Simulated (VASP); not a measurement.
# C (P2_1/m) in VASP: single point with PBE+D3(BJ)

Aim: the single point of C with PBE+D3(BJ).

Everything below comes from runs of VASP 6.6.1. Logs are shortened: lines on timing, memory, paths and dates and some standing lists are left out, and cuts for length are marked.

## Step 1: The cell of the first run

Symmetry: P2_1/m, No. 11, monoclinic system. The conventional cell has a = 3.650 Å, b = 2.465 Å, c = 13.095 Å, α = 90.00°, β = 95.76°, γ = 90.00°. Within 1.9 Å of C (site symmetry m) lie 3 C at 1.42 Å. Within 1.9 Å of C (site symmetry m) lie 2 C at 1.42 Å. C (site symmetry m) has 3 C at 1.42 Å within 1.9 Å. C (site symmetry m) has 3 C at 1.42 Å within 1.9 Å. C (site symmetry m) has 3 C at 1.42 Å within 1.9 Å.

## Step 2: Single point, PBE+D3(BJ) (the part above a cut slid along it)

File INCAR:

```
SYSTEM = C
PREC = Accurate ; ENCUT = 520
EDIFF = 1E-6 ; ISMEAR = 0
SIGMA = 0.05 ; LREAL = .False.
LASPH = .True. ; NELM = 60
ALGO = Normal ; ISIF = 2
LWAVE = .False. ; LCHARG = .False.
GGA = PE ; IVDW = 12
ISYM = 0 ; NBANDS = 31
```

File KPOINTS:

```
regular mesh
0
Gamma
  7 11 3
  0 0 0
```

File POSCAR:

```
C
1.0
    0.0000000000      1.4231666446     -3.3613878322
   -2.4649969361      0.0000000000      0.0000000000
    2.4649969361     12.9089341261      2.9283159064
C
10
Direct
    0.2697690486      0.2537880512      0.6537880512
    0.7440079809      0.6502715891      0.0502715891
    0.8754482478      0.3011507046      0.2011507046
    0.0068885148      0.9520298201      0.3520298201
    0.1383287817      0.6029089357      0.5029089357
    0.7874322860      0.2006075264      0.1006075264
   -0.0811274470      0.8514866419      0.2514866419
    0.0503128199      0.5023657575      0.4023657575
    0.1817530868      1.1532448730      0.5532448730
    0.3131933538      0.8041239885      0.7041239885
```

Potentials or basis: VASP PAW PBE potentials, release 64 (C).

The run is started by

```console
$ cat potpaw_PBE.64/C/POTCAR > POTCAR
$ mpirun -np 1 vasp_std > vasp.out
```

OUTCAR:

```text
SYSTEM = C
   PREC = Accurate
   ENCUT = 520
   EDIFF = 1E-6
   ISMEAR = 0
   LREAL = .False.
   LASPH = .True.
   NELM = 60
   ISIF = 2
   GGA = PE
   IVDW = 12
   ISYM = 0
 IVDW          = 12

 ion  position               nearest neighbor table
   1  0.270  0.254  0.654-  10 1.42  10 1.42   9 1.42
   2  0.744  0.650  0.050-   6 1.42   6 1.42
   3  0.875  0.301  0.201-   7 1.42   7 1.42   6 1.42
   4  0.007  0.952  0.352-   8 1.42   8 1.42   7 1.42
   5  0.138  0.603  0.503-   9 1.42   9 1.42   8 1.42
   6  0.787  0.201  0.101-   2 1.42   2 1.42   3 1.42
   7  0.919  0.851  0.251-   3 1.42   3 1.42   4 1.42
   8  0.050  0.502  0.402-   4 1.42   4 1.42   5 1.42
   9  0.182  0.153  0.553-   5 1.42   5 1.42   1 1.42
  10  0.313  0.804  0.704-   1 1.42   1 1.42

IMPORTANT INFORMATION: All symmetrisations will be switched off!
NOSYMM: (Re-)initialisation of all symmetry stuff for point group C_1.

----------------------------------------------------------------------------------------

                                     Primitive cell

  volume of cell :     117.2338

  direct lattice vectors                    reciprocal lattice vectors
     0.000000000  1.423166645 -3.361387832     0.000000000  0.061571739 -0.271427518
    -2.464996936  0.000000000  0.000000000    -0.405680017  0.070677652  0.029923972
     2.464996936 12.908934126  2.928315906     0.000000000  0.070677652  0.029923972

  length of vectors
     3.650250876  2.464996936 13.464465241     0.278323510  0.412876557  0.076751382

  position of ions in fractional coordinates (direct lattice)
     0.269769049  0.253788051  0.653788051
     0.744007981  0.650271589  0.050271589
     0.875448248  0.301150705  0.201150705
     0.006888515  0.952029820  0.352029820
     0.138328782  0.602908936  0.502908936
     0.787432286  0.200607526  0.100607526
     0.918872553  0.851486642  0.251486642
     0.050312820  0.502365758  0.402365758
     0.181753087  0.153244873  0.553244873
     0.313193354  0.804123989  0.704123989

  ion indices of the primitive-cell ions
   primitive index   ion index
                 1           1
                 2           2
                 3           3
                 4           4
                 5           5
                 6           6
                 7           7
                 8           8
                 9           9
                10          10

----------------------------------------------------------------------------------------

 KPOINTS: regular mesh

Automatic generation of k-mesh.
 Grid dimensions read from file:
 generate k-points for:    7   11    3

 Generating k-lattice:

  Cartesian coordinates                     Fractional coordinates (reciprocal lattice)
     0.000000000  0.008795963 -0.038775360     0.142857143  0.000000000  0.000000000
    -0.036880002  0.006425241  0.002720361     0.000000000  0.090909091 -0.000000000
     0.000000000  0.023559217  0.009974657     0.000000000  0.000000000  0.333333333

  Length of vectors
     0.039760501  0.037534232  0.025583794

  Shift w.r.t. Gamma in fractional coordinates (k-lattice)
     0.000000000  0.000000000  0.000000000

 -----------------------------------------------------------------------------
|                                                                             |
|           W    W    AA    RRRRR   N    N  II  N    N   GGGG   !!!           |
|           W    W   A  A   R    R  NN   N  II  NN   N  G    G  !!!           |
|           W    W  A    A  R    R  N N  N  II  N N  N  G       !!!           |
|           W WW W  AAAAAA  RRRRR   N  N N  II  N  N N  G  GGG   !            |
|           WW  WW  A    A  R   R   N   NN  II  N   NN  G    G                |
|           W    W  A    A  R    R  N    N  II  N    N   GGGG   !!!           |
|                                                                             |
|     Your reciprocal lattice and k-lattice belong to different lattice       |
|     classes:                                                                |
|                                                                             |
|        The reciprocal lattice is simple monoclinic,                         |
|        whereas your k-lattice is triclinic.                                 |
|                                                                             |
|     Results are often still useful ...                                      |
|                                                                             |
 -----------------------------------------------------------------------------

 WARNING: IBZKPT: internal override: KBLOWUP is changed to .FALSE.
      ... skipping the blow-up phase ...

 Subroutine IBZKPT returns following result:
 ===========================================

 Found    116 irreducible k-points:

 Following reciprocal coordinates:
            Coordinates               Weight
  0.000000  0.000000  0.000000      1.000000
  0.142857  0.000000 -0.000000      2.000000
  0.285714  0.000000 -0.000000      2.000000
  0.428571  0.000000 -0.000000      2.000000
  0.000000  0.090909 -0.000000      2.000000
  0.142857  0.090909  0.000000      2.000000
[... 16 lines left out ...]
 -0.428571  0.272727  0.000000      2.000000
 -0.285714  0.272727  0.000000      2.000000
 [... further k-points ...]
   k-points           NKPTS =    116   k-points in BZ     NKDIM =    116   number of bands    NBANDS=     31
   number of dos      NEDOS =    301   number of ions     NIONS =     10
   total plane-waves  NPLWV =  50400
   dimension x,y,z NGX =    28 NGY =   18 NGZ =  100
   dimension x,y,z NGXF=    56 NGYF=   36 NGZF=  200
   ions per type =              10
   NGX,Y,Z   is equivalent  to a cutoff of  12.75, 12.14, 12.35 a.u.
   NGXF,Y,Z  is equivalent  to a cutoff of  25.50, 24.28, 24.69 a.u.
 SYSTEM =  C
   PREC   = accura    normal or accurate (medium, high low for compatibility)
   ISTART =      0    job   : 0-new  1-cont  2-samecut
   ICHARG =      2    charge: 1-file 2-atom 10-const
   ISPIN  =      1    spin polarized calculation?
   LNONCOLLINEAR =      F non collinear calculations
   LSORBIT =      F    spin-orbit coupling
   LASPH  =      T    aspherical Exc in radial PAW
   ENCUT  =  520.0 eV  38.22 Ry    6.18 a.u.   6.79  4.58 25.03*2*pi/ulx,y,z
   NELM   =     60;   NELMIN=  2; NELMDL= -5     # of ELM steps
   EDIFF  = 0.1E-05   stopping-criterion for ELM
   LREAL  =      F    real-space projection
   EDIFFG = 0.1E-04   stopping-criterion for IOM
   NSW    =      0    number of steps for IOM
   IBRION =     -1    ionic relax: 0-MD 1-quasi-New 2-CG
   NFREE  =      0    steps in history (QN), initial steepest desc. (CG)
   ISIF   =      2    stress and relaxation
   ISYM   =      0    0-nonsym 1-usesym 2-fastsym
   POTIM  = 0.5000    time-step for ionic-motion
   TEBEG  =    0.0;   TEEND  =   0.0 temperature during run
   PSTRESS=    0.0 pullay stress
   NELECT =      40.0000    total number of electrons
   NUPDOWN=      -1.0000    fix difference up-down
   EMIN   =  10.00;   EMAX   =-10.00  energy-range for DOS
   EFERMI =   0.00;   METHOD = LEGACY
   ISMEAR =     0;   SIGMA  =   0.05  broadening in eV -4-tet -1-fermi 0-gaus
   EFERMI_NEDOS =   21; number of points for ismear=-14 and -15
   IALGO  =     38    algorithm
   IMIX   =      4    mixing-type and parameters
     AMIX     =   0.40;   BMIX     =  1.00
     AMIX_MAG =   1.60;   BMIX_MAG =  1.00
  volume/ion in A,a.u.               =      11.72        79.11
  Fermi-wavevector in a.u.,A,eV,Ry     =   1.143959  2.161769 17.805164  1.308643
  Thomas-Fermi vector in A             =   2.280653
   LORBIT       =      0    0 simple, 1 ext, 2 COOP (PROOUT), +10 PAW based schemes
   GGA     = PE    functional components
   LHFCALC =     F    Hartree Fock is set to
   AEXX    =    0.0000 exact exchange contribution
   IVDW    =    12    specifies the selected vdW correction
   LEPSILON=     F    determine dielectric tensor
   LRPA    =     F    only Hartree local field effects (RPA)
 non-spin polarized calculation
 Gauss-broadening in eV      SIGMA  =   0.05
  energy-cutoff  :      520.00
  volume of cell :      117.23
 maximum number of plane-waves:      3187
   NGX = 13   NGY =  9   NGZ = 51

 number of electron      40.0000001 magnetization

 Free energy of the ion-electron system (eV)
  ---------------------------------------------------
  ext. energy  EPLUGINS =         0.00000000
  ---------------------------------------------------
  free energy    TOTEN  =       -85.44902322 eV

  energy without entropy =      -85.44176879  energy(sigma->0) =      -85.44539601

 E-fermi :   1.6567     XC(G=0):  -8.6857

 val. band max:        1.6527030588   @ k =  -0.2857   0.0909   0.3333
 cond. band min:       1.6649539518   @ k =   0.2857   0.0909  -0.0000
 fundamental gap:      0.0122508930
 Fermi energy:         1.6566730395

 k-point     1 :       0.0000    0.0000    0.0000
  band No.  band energies     occupation
      1     -17.6962      2.00000
      2     -16.9191      2.00000
      3     -15.7594      2.00000
      4     -14.2525      2.00000
      5     -12.7504      2.00000
      6      -9.9313      2.00000
[... 23 lines left out ...]
     30      10.0018      0.00000
     31      10.4191      0.00000

 k-point     2 :       0.1429    0.0000   -0.0000
  band No.  band energies     occupation
      1     -17.6492      2.00000
      2     -16.8816      2.00000
      3     -15.7352      2.00000
      4     -14.2430      2.00000
      5     -12.7580      2.00000
      6      -9.9457      2.00000
[... 740 lines left out ...]
 k-point    24 :      -0.2857    0.2727    0.0000
  band No.  band energies     occupation
      1     -16.2322      2.00000
      2     -15.5019      2.00000
      3     -14.4132      2.00000
      4     -13.0040      2.00000
      5     -11.6225      2.00000
      6      -9.4957      2.00000
[... 23 lines left out ...]
     30      10.6937      0.00000
     31      11.1614      0.00000

 [... further k-points ...]

------------------------ aborting loop because EDIFF is reached ----------------------------------------

 Edisp (eV)   -1.34073

 E8    (eV) :    -0.3849

  FORCE on cell =-STRESS in cart. coord.  units (eV):
  Direction    XX          YY          ZZ          XY          YZ          ZX
  --------------------------------------------------------------------------------------
  -------------------------------------------------------------------------------------
  Total       0.33257     0.00090    -0.31171     0.00071    -0.08090     0.00003
  in kB       4.54503     0.01229    -4.25997     0.00973    -1.10560     0.00042
  external pressure =        0.10 kB  Pullay stress =        0.00 kB

 VOLUME and BASIS-vectors are now :
 -----------------------------------------------------------------------------
  energy-cutoff  :      520.00
  volume of cell :      117.23
      direct lattice vectors                 reciprocal lattice vectors
     0.000000000  1.423166645 -3.361387832     0.000000000  0.061571739 -0.271427518
    -2.464996936  0.000000000  0.000000000    -0.405680017  0.070677652  0.029923972
     2.464996936 12.908934126  2.928315906     0.000000000  0.070677652  0.029923972

 POSITION                                       TOTAL-FORCE (eV/Angst)
 -----------------------------------------------------------------------------------
      0.98600      8.82363      1.00770         0.000216      2.624430      0.117892
     -1.47900      1.70780     -2.35369         0.000099      1.678164      0.034089
     -0.24650      3.84255     -2.35369        -0.000053      0.865939      0.046175
     -1.47900      4.55413      1.00770         0.000175      0.123211      0.008513
     -0.24650      6.68888      1.00770        -0.000061      0.180771      0.008180
     -0.24650      2.41938     -2.35225         0.000028     -2.624362     -0.118021
     -1.47900      4.55413     -2.35225        -0.000221     -0.180667     -0.008164
     -0.24650      5.26572      1.00913        -0.000024     -0.123241     -0.008418
      0.98600      7.40047      1.00913        -0.000046     -0.866042     -0.046150
     -0.24650      9.53522      1.00913        -0.000112     -1.678204     -0.034097
 -----------------------------------------------------------------------------------
    total drift:                                0.000155     -0.000002      0.000003

  FREE ENERGIE OF THE ION-ELECTRON SYSTEM (eV)
  ---------------------------------------------------
  free  energy   TOTEN  =       -86.7897490149 eV

  energy  without entropy=      -86.7824945854  energy(sigma->0) =      -86.78612180
```

Run time: 10 min. Hardware: 1 thread of Intel Xeon 8259CL, shared host; peak memory 0.4 GiB.

Results:

```
Free energy                : -86.7897 eV
Pressure                   : 0.0 GPa
Largest force              : 2.627 eV/Å
Band gap on the k mesh     : zero (bands 20 and 21 overlap by 0.24 eV)
Dispersion energy per atom : -0.134 eV
```

Forces in eV/Å, atoms in the order of the input:
```
C    0.000  2.624  0.118
C    0.000  1.678  0.034
C    0.000  0.866  0.046
C    0.000  0.123  0.009
C    0.000  0.181  0.008
C    0.000 -2.624 -0.118
C    0.000 -0.181 -0.008
C    0.000 -0.123 -0.008
C    0.000 -0.866 -0.046
C    0.000 -1.678 -0.034
```

Caveat: the cell differs from its parent crystal (the part above a cut slid along it); forces of over 1 eV/Å act on the atoms, so gaps and moduli don't describe the material at rest.
